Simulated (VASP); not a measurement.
Input of a VASP 6.6.1 run:

Contents of INCAR:

```
  PREC = Accurate
  ENCUT = 520
  EDIFF = 1E-7
  ISMEAR = 0
  SIGMA = 0.15
  LREAL = False
  LASPH = True
  NELM = 100
  ALGO = Normal
  ISIF = 2
  LWAVE = False
  LCHARG = True
  GGA = PS
  LELF = True
  LVHAR = True
  NBANDS = 15
```

KPOINTS

```
Automatic mesh
0
Gamma
  24 24 18
```

The input POSCAR:

```
TiSi
1.0
    1.8273669009     -2.0945964553      0.0000000000
    1.8273669009      2.0945964553      0.0000000000
    0.0000000000      0.0000000000      3.6908791631
Ti Si
1 1
Direct
    0.5000000000      0.5000000000      0.0000000000
    0.0000000000      0.0000000000      0.5000000000
```

Potentials or basis: VASP PAW PBE potentials, release 64 (Ti_sv, Si).

Command:

```sh
$ cat potpaw_PBE.64/Ti_sv/POTCAR potpaw_PBE.64/Si/POTCAR > POTCAR
$ mpirun -np 1 vasp_std > vasp.out
```

Task: Estimate the band gap on the k mesh.

Result: Zero (bands 8 and 9 overlap by 1.65 eV).

Task: Predict the pressure.

Result: 0.9 GPa.

Stress tensor (GPa, compression positive):
```
-0.92  0.00  0.00
 0.00 -0.77  0.00
 0.00  0.00  4.26
```

Caveat: the stress differs along the axes, from -1 to 4 GPa; the PAW data sets were made with another functional, which shifts forces and pressure a little.
